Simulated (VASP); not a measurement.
# TiC: single point with PBE

Crystal: TiC.

```
CELL_PARAMETERS angstrom
0.00000 2.09908 2.16400
2.09908 0.00000 2.16400
2.09908 2.09908 0.00000
ATOMIC_POSITIONS crystal
Ti 0.00000 0.00000 0.00000
C 0.50000 0.50000 0.50000
```

This cell differs from its parent crystal: strain -0.030 along x and y, +0.000 along z.

```json
{"Program": "VASP 6.6.1", "Task": "single point", "Functional": "PBE", "Potentials or basis": "VASP PAW PBE potentials, release 64 (Ti_sv, C)", "Cutoff": "520 eV", "k mesh": "18 × 18 × 18", "Occupations": "gaussian, width 0.15 eV", "Spin": "no spin polarisation", "Dipole correction": "no", "Further INCAR settings": "ALGO = Normal; EDIFF = 1e-06; NBANDS = 15"}
```

```
Pressure               : 19.0 GPa
Band gap on the k mesh : zero (band 8 reaches 10.98 eV, above the bottom of band 9 at 9.67 eV)
```

Stress tensor (GPa, compression positive):
```
24.09  0.00  0.00
 0.00 24.09  0.00
 0.00  0.00  8.92
```

Levels at points of the mesh, in eV from the Fermi level:
| k point | band 6 | band 7 | band 8 | band 9 | band 10 | band 11 |
| --- | --- | --- | --- | --- | --- | --- |
| (0.00, 0.00, 0.00) | 0.54 | 0.79 | 0.79 | 1.66 | 1.70 | 1.80 |
| (0.50, 0.00, 0.00) | -6.14 | -3.15 | -3.09 | 3.10 | 3.24 | 4.48 |
| (0.50, 0.50, 0.00) | -3.71 | -1.79 | 0.17 | 0.17 | 2.93 | 3.81 |
| (0.50, 0.00, 0.50) | -3.35 | -1.84 | -0.09 | -0.04 | 2.93 | 3.72 |

Wall time 75 s on 1 thread of Intel Xeon 6975P-C, on a shared host, peak memory 0.26 GiB.

Caveat: the cell differs from its parent crystal (strain -0.030 along x and y, +0.000 along z).
